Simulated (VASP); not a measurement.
# BaTe (Pm-3m) in VASP: a series of runs

Runs on BaTe. Level: r2SCAN. Tasks: single point.

Program: VASP 6.6.1. These are calculated values, not measurements. Logs are shortened: lines on timing, memory, paths and dates and some standing lists are left out, and cuts for length are marked.

**1. The cell of the first run**

The structure is cubic, space group Pm-3m (No. 221). The conventional cell has a = 4.287 Å, b = 4.287 Å, c = 4.287 Å, α = 90.00°, β = 90.00°, γ = 90.00°. Within 4.9 Å of Ba (site symmetry m-3m) lie 8 Te at 3.71 Å and 6 Ba at 4.29 Å. Te (site symmetry m-3m) has 8 Ba at 3.71 Å and 6 Te at 4.29 Å within 4.9 Å.

**2. Single point, r2SCAN (volume changed by +3%)**

File POSCAR:

```
BaTe
1.0
    4.2868487947      0.0000000000      0.0000000000
    0.0000000000      4.2868487947      0.0000000000
    0.0000000000      0.0000000000      4.2868487947
Ba Te
1 1
Direct
    0.0000000000      0.0000000000      0.0000000000
    0.5000000000      0.5000000000      0.5000000000
```

File INCAR.step1:

```
SYSTEM = BaTe
  PREC = Accurate
  ENCUT = 520
  ISMEAR = 0
  SIGMA = 0.01
  LREAL = .FALSE.
  LASPH = .TRUE.
  NELM = 60
  NBANDS = 15
  GGA = PE
  ALGO = Normal
  EDIFF = 1E-4
  LWAVE = .TRUE.
  LCHARG = .FALSE.
```

File INCAR.step2:

```
SYSTEM = BaTe
  PREC = Accurate
  ENCUT = 520
  EDIFF = 1E-6
  ISMEAR = 0
  SIGMA = 0.01
  LREAL = .FALSE.
  LASPH = .TRUE.
  NELM = 60
  ALGO = Normal
  ISIF = 2
  LWAVE = .FALSE.
  LCHARG = .FALSE.
  METAGGA = R2SCAN
  LMIXTAU = .TRUE.
  NBANDS = 15
  ISTART = 1
```

File KPOINTS:

```
Automatic mesh
0
G
  6 6 6
  0 0 0
```

Potentials or basis: VASP PAW PBE potentials, release 64 (Ba_sv, Te).

Command:

```sh
cat potpaw_PBE.64/Ba_sv/POTCAR potpaw_PBE.64/Te/POTCAR > POTCAR
cp INCAR.step1 INCAR
mpirun -np 1 vasp_std > vasp.out
cp INCAR.step2 INCAR
mpirun -np 1 vasp_std > vasp.out
```

OUTCAR:

```text
SYSTEM = BaTe
   PREC = Accurate
   ENCUT = 520
   EDIFF = 1E-6
   ISMEAR = 0
   LREAL = .FALSE.
   LASPH = .TRUE.
   NELM = 60
   ISIF = 2
   METAGGA = R2SCAN
   ISTART = 1

 ion  position               nearest neighbor table
   1  0.000  0.000  0.000-   2 3.71   2 3.71   2 3.71   2 3.71   2 3.71   2 3.71   2 3.71   2 3.71

   2  0.500  0.500  0.500-   1 3.71   1 3.71   1 3.71   1 3.71   1 3.71   1 3.71   1 3.71   1 3.71

  LATTYP: Found a simple cubic cell.
 ALAT       =     4.2868487947

  Lattice vectors:

 A1 = (   4.2868487947,   0.0000000000,   0.0000000000)
 A2 = (   0.0000000000,   4.2868487947,   0.0000000000)
 A3 = (   0.0000000000,   0.0000000000,   4.2868487947)

Analysis of symmetry for initial positions (statically):
=====================================================================
 Subroutine PRICEL returns:
 Original cell was already a primitive cell.

 Routine SETGRP: Setting up the symmetry group for a
 simple cubic supercell.

 Subroutine GETGRP returns: Found 48 space group operations
 (whereof 48 operations were pure point group operations)
 out of a pool of 48 trial point group operations.

The static configuration has the point symmetry O_h .

Analysis of symmetry for dynamics (positions and initial velocities):
=====================================================================
 Subroutine PRICEL returns:
 Original cell was already a primitive cell.

 Routine SETGRP: Setting up the symmetry group for a
 simple cubic supercell.

 Subroutine GETGRP returns: Found 48 space group operations
 (whereof 48 operations were pure point group operations)
 out of a pool of 48 trial point group operations.

The dynamic configuration has the point symmetry O_h .

 Subroutine INISYM returns: Found 48 space group operations
 (whereof 48 operations are pure point group operations),
 and found     1 'primitive' translations

----------------------------------------------------------------------------------------

                                     Primitive cell

  volume of cell :      78.7797

  direct lattice vectors                    reciprocal lattice vectors
     4.286848795  0.000000000  0.000000000     0.233271582  0.000000000  0.000000000
     0.000000000  4.286848795  0.000000000     0.000000000  0.233271582  0.000000000
     0.000000000  0.000000000  4.286848795     0.000000000  0.000000000  0.233271582

  length of vectors
     4.286848795  4.286848795  4.286848795     0.233271582  0.233271582  0.233271582

  position of ions in fractional coordinates (direct lattice)
     0.000000000  0.000000000  0.000000000
     0.500000000  0.500000000  0.500000000

  ion indices of the primitive-cell ions
   primitive index   ion index
                 1           1
                 2           2

----------------------------------------------------------------------------------------

 KPOINTS: Automatic mesh

Automatic generation of k-mesh.
 Grid dimensions read from file:
 generate k-points for:    6    6    6

 Generating k-lattice:

  Cartesian coordinates                     Fractional coordinates (reciprocal lattice)
     0.038878597  0.000000000  0.000000000     0.166666667  0.000000000  0.000000000
     0.000000000  0.038878597  0.000000000     0.000000000  0.166666667  0.000000000
     0.000000000  0.000000000  0.038878597     0.000000000  0.000000000  0.166666667

  Length of vectors
     0.038878597  0.038878597  0.038878597

  Shift w.r.t. Gamma in fractional coordinates (k-lattice)
     0.000000000  0.000000000  0.000000000

 Subroutine IBZKPT returns following result:
 ===========================================

 Found     20 irreducible k-points:

 Following reciprocal coordinates:
            Coordinates               Weight
  0.000000  0.000000  0.000000      1.000000
  0.166667  0.000000  0.000000      6.000000
  0.333333  0.000000  0.000000      6.000000
  0.500000  0.000000  0.000000      3.000000
  0.166667  0.166667  0.000000     12.000000
  0.333333  0.166667  0.000000     24.000000
[... 12 lines left out ...]
  0.500000  0.500000  0.333333      6.000000
  0.500000  0.500000  0.500000      1.000000
   k-points           NKPTS =     20   k-points in BZ     NKDIM =     20   number of bands    NBANDS=     15
   number of dos      NEDOS =    301   number of ions     NIONS =      2
   total plane-waves  NPLWV =  32768
   dimension x,y,z NGX =    32 NGY =   32 NGZ =   32
   dimension x,y,z NGXF=    64 NGYF=   64 NGZF=   64
   ions per type =               1   1
   NGX,Y,Z   is equivalent  to a cutoff of  12.41, 12.41, 12.41 a.u.
   NGXF,Y,Z  is equivalent  to a cutoff of  24.82, 24.82, 24.82 a.u.
 SYSTEM =  BaTe
   PREC   = accura    normal or accurate (medium, high low for compatibility)
   ISTART =      1    job   : 0-new  1-cont  2-samecut
   ICHARG =      0    charge: 1-file 2-atom 10-const
   ISPIN  =      1    spin polarized calculation?
   LNONCOLLINEAR =      F non collinear calculations
   LSORBIT =      F    spin-orbit coupling
   LASPH  =      T    aspherical Exc in radial PAW
   ENCUT  =  520.0 eV  38.22 Ry    6.18 a.u.   7.97  7.97  7.97*2*pi/ulx,y,z
   NELM   =     60;   NELMIN=  2; NELMDL=  0     # of ELM steps
   EDIFF  = 0.1E-05   stopping-criterion for ELM
   LREAL  =      F    real-space projection
   EDIFFG = 0.1E-04   stopping-criterion for IOM
   NSW    =      0    number of steps for IOM
   IBRION =     -1    ionic relax: 0-MD 1-quasi-New 2-CG
   NFREE  =      0    steps in history (QN), initial steepest desc. (CG)
   ISIF   =      2    stress and relaxation
   ISYM   =      2    0-nonsym 1-usesym 2-fastsym
   POTIM  = 0.5000    time-step for ionic-motion
   TEBEG  =    0.0;   TEEND  =   0.0 temperature during run
   PSTRESS=    0.0 pullay stress
   NELECT =      16.0000    total number of electrons
   NUPDOWN=      -1.0000    fix difference up-down
   EMIN   =  10.00;   EMAX   =-10.00  energy-range for DOS
   EFERMI =   0.00;   METHOD = LEGACY
   ISMEAR =     0;   SIGMA  =   0.01  broadening in eV -4-tet -1-fermi 0-gaus
   EFERMI_NEDOS =   21; number of points for ismear=-14 and -15
   IALGO  =     38    algorithm
   IMIX   =      4    mixing-type and parameters
     AMIX     =   0.40;   BMIX     =  1.00
     AMIX_MAG =   1.60;   BMIX_MAG =  1.00
  volume/ion in A,a.u.               =      39.39       265.82
  Fermi-wavevector in a.u.,A,eV,Ry     =   0.962299  1.818481 12.599256  0.926019
  Thomas-Fermi vector in A             =   2.091746
   LORBIT       =      0    0 simple, 1 ext, 2 COOP (PROOUT), +10 PAW based schemes
   METAGGA = R2SCAN    functional components
   LHFCALC =     F    Hartree Fock is set to
   AEXX    =    0.0000 exact exchange contribution
   IVDW    =     0    specifies the selected vdW correction
   LEPSILON=     F    determine dielectric tensor
   LRPA    =     F    only Hartree local field effects (RPA)
 non-spin polarized calculation
 Gauss-broadening in eV      SIGMA  =   0.01
  energy-cutoff  :      520.00
  volume of cell :       78.78
 maximum number of plane-waves:      2176
 NGX is ok and might be reduce to    32
   NGX = 15   NGY = 15   NGZ = 15

 number of electron      16.0000000 magnetization

 Free energy of the ion-electron system (eV)
  ---------------------------------------------------
  ext. energy  EPLUGINS =         0.00000000
  ---------------------------------------------------
  free energy    TOTEN  =       -55.67373843 eV

  energy without entropy =      -55.67373843  energy(sigma->0) =      -55.67373843

 E-fermi :   3.6508     XC(G=0):  -9.1003

 val. band max:        3.5265807932   @ k =   0.5000   0.5000   0.0000
 cond. band min:       4.6947261637   @ k =   0.0000   0.0000   0.0000
 fundamental gap:      1.1681453705
 Fermi energy:         3.6507836195

 k-point     1 :       0.0000    0.0000    0.0000
  band No.  band energies     occupation
      1     -25.5175      2.00000
      2     -10.1322      2.00000
      3     -10.1322      2.00000
      4     -10.1322      2.00000
      5      -7.0907      2.00000
      6       3.1466      2.00000
      7       3.1466      2.00000
      8       3.1466      2.00000
      9       4.6947      0.00000
     10       4.6947      0.00000
     11       6.5631      0.00000
     12       8.4736      0.00000
     13       8.4736      0.00000
     14       8.4736      0.00000
     15      12.4332      0.00000

 k-point     2 :       0.1667    0.0000    0.0000
  band No.  band energies     occupation
      1     -25.5115      2.00000
      2     -10.2741      2.00000
      3     -10.1205      2.00000
      4     -10.1205      2.00000
      5      -6.9082      2.00000
      6       2.0432      2.00000
      7       3.0315      2.00000
      8       3.0315      2.00000
      9       4.8505      0.00000
     10       5.5442      0.00000
     11       7.5089      0.00000
     12       8.5667      0.00000
     13       8.5877      0.00000
     14       8.5877      0.00000
     15      11.0859      0.00000

 k-point     3 :       0.3333    0.0000    0.0000
  band No.  band energies     occupation
      1     -25.4993      2.00000
      2     -10.5273      2.00000
      3     -10.0970      2.00000
      4     -10.0970      2.00000
      5      -6.5464      2.00000
      6       0.7306      2.00000
      7       2.8055      2.00000
      8       2.8055      2.00000
      9       5.2384      0.00000
     10       7.1851      0.00000
     11       8.7747      0.00000
     12       8.8596      0.00000
     13       9.0138      0.00000
     14       9.0138      0.00000
     15       9.5378      0.00000
[... 271 lines left out ...]
 k-point    19 :       0.5000    0.5000    0.3333
  band No.  band energies     occupation
      1     -25.4537      2.00000
      2     -10.3985      2.00000
      3     -10.3985      2.00000
      4     -10.3002      2.00000
      5      -6.2383      2.00000
      6       0.8443      2.00000
      7       0.8443      2.00000
      8       1.1715      2.00000
      9       7.1363      0.00000
     10       8.0210      0.00000
     11       8.0210      0.00000
     12       9.5556      0.00000
     13      10.1532      0.00000
     14      10.8267      0.00000
     15      11.0104      0.00000

 k-point    20 :       0.5000    0.5000    0.5000
  band No.  band energies     occupation
      1     -25.4482      2.00000
      2     -10.3794      2.00000
      3     -10.3794      2.00000
      4     -10.3794      2.00000
      5      -6.1319      2.00000
      6       0.6646      2.00000
      7       0.6646      2.00000
      8       0.6646      2.00000
      9       8.6991      0.00000
     10       8.6991      0.00000
     11       8.6991      0.00000
     12      10.1902      0.00000
     13      10.1909      0.00000
     14      10.2055      0.00000
     15      10.2055      0.00000

------------------------ aborting loop because EDIFF is reached ----------------------------------------

  FORCE on cell =-STRESS in cart. coord.  units (eV):
  Direction    XX          YY          ZZ          XY          YZ          ZX
  --------------------------------------------------------------------------------------
  -------------------------------------------------------------------------------------
  Total       -0.2770763     -0.2770763     -0.2770763      0.0000000      0.0000000     -0.0000000
  in kB       -5.6350194     -5.6350194     -5.6350194      0.0000000      0.0000000     -0.0000000
  external PRESSURE =      -5.6350194 kB  Pullay stress =       0.0000000 kB

 VOLUME and BASIS-vectors are now :
 -----------------------------------------------------------------------------
  energy-cutoff  :      520.00
  volume of cell :       78.78
      direct lattice vectors                 reciprocal lattice vectors
     4.286848795  0.000000000  0.000000000     0.233271582  0.000000000  0.000000000
     0.000000000  4.286848795  0.000000000     0.000000000  0.233271582  0.000000000
     0.000000000  0.000000000  4.286848795     0.000000000  0.000000000  0.233271582

 POSITION                                       TOTAL-FORCE (eV/Angst)
 -----------------------------------------------------------------------------------
      0.00000      0.00000      0.00000         0.000000      0.000000      0.000000
      2.14342      2.14342      2.14342         0.000000      0.000000      0.000000
 -----------------------------------------------------------------------------------
    total drift:                                0.000000      0.000000     -0.000000

  FREE ENERGIE OF THE ION-ELECTRON SYSTEM (eV)
  ---------------------------------------------------
  free  energy   TOTEN  =       -55.6737384278 eV

  energy  without entropy=      -55.6737384278  energy(sigma->0) =      -55.67373843
```

Wall time 51 s (1 thread of Intel Xeon Platinum 8259CL at 2.50GHz (Skylake/Cascade Lake), shared host); peak memory 0.19 GiB.

What came out:

```yaml
Free_energy: -55.6737 eV
Pressure: -0.6 GPa
Band_gap_on_the_k_mesh: 1.17 eV, indirect (least direct gap 1.41 eV)
```

Caveat: the PAW data sets were made with another functional, which shifts forces and pressure a little; spin-orbit coupling is left out, which moves the levels of the heavy elements. A k mesh can miss the band edges.

**3. Single point, r2SCAN (volume changed by +6%)**

File POSCAR:

```
BaTe
1.0
    4.3280710235      0.0000000000      0.0000000000
    0.0000000000      4.3280710235      0.0000000000
    0.0000000000      0.0000000000      4.3280710235
Ba Te
1 1
Direct
    0.0000000000      0.0000000000      0.0000000000
    0.5000000000      0.5000000000      0.5000000000
```

INCAR.step1: that of step 2 with these lines changed.

```diff
@@ -7,3 +7,3 @@
   LASPH = .TRUE.
-  NELM = 60
+  NELM = 80
   NBANDS = 15
```

INCAR.step2: that of step 2 with these lines changed.

```diff
@@ -8,3 +8,3 @@
   LASPH = .TRUE.
-  NELM = 60
+  NELM = 80
   ALGO = Normal
```

KPOINTS is that of step 2.

Potentials or basis: VASP PAW PBE potentials, release 64 (Ba_sv, Te).

Command:

```sh
cat potpaw_PBE.64/Ba_sv/POTCAR potpaw_PBE.64/Te/POTCAR > POTCAR
cp INCAR.step1 INCAR
mpirun -np 1 vasp_std > vasp.out
cp INCAR.step2 INCAR
mpirun -np 1 vasp_std > vasp.out
```

Run time: 51 s. Hardware: 1 thread of Intel Xeon Platinum 8259CL at 2.50GHz (Skylake/Cascade Lake), shared host; peak memory 0.2 GiB.

The run converged. Its results:

| Item | Value |
| --- | --- |
| Free energy | -55.6595 eV |
| Pressure | -1.4 GPa |
| Band gap on the k mesh | 1.23 eV, indirect (least direct gap 1.43 eV) |

Levels at points of the mesh, in eV from the valence-band top:
| k point | band 4 | band 5 | band 6 | band 7 | band 8 | band 9 | band 10 | band 11 | band 12 | band 13 |
| --- | --- | --- | --- | --- | --- | --- | --- | --- | --- | --- |
| (0.00, 0.00, 0.00) | -13.71 | -10.52 | -0.38 | -0.38 | -0.38 | 1.23 | 1.23 | 2.87 | 4.88 | 4.88 |
| (0.50, 0.00, 0.00) | -13.67 | -9.86 | -3.22 | -0.79 | -0.79 | 2.00 | 5.16 | 5.28 | 5.36 | 5.38 |
| (0.50, 0.50, 0.00) | -13.64 | -9.98 | -2.01 | -2.01 | 0.00 | 1.43 | 2.97 | 3.32 | 3.32 | 6.38 |
| (0.50, 0.50, 0.50) | -13.94 | -9.62 | -2.75 | -2.75 | -2.75 | 5.07 | 5.07 | 5.07 | 6.50 | 6.50 |

Caveat: the PAW data sets were made with another functional, which shifts forces and pressure a little; spin-orbit coupling is left out, which moves the levels of the heavy elements.
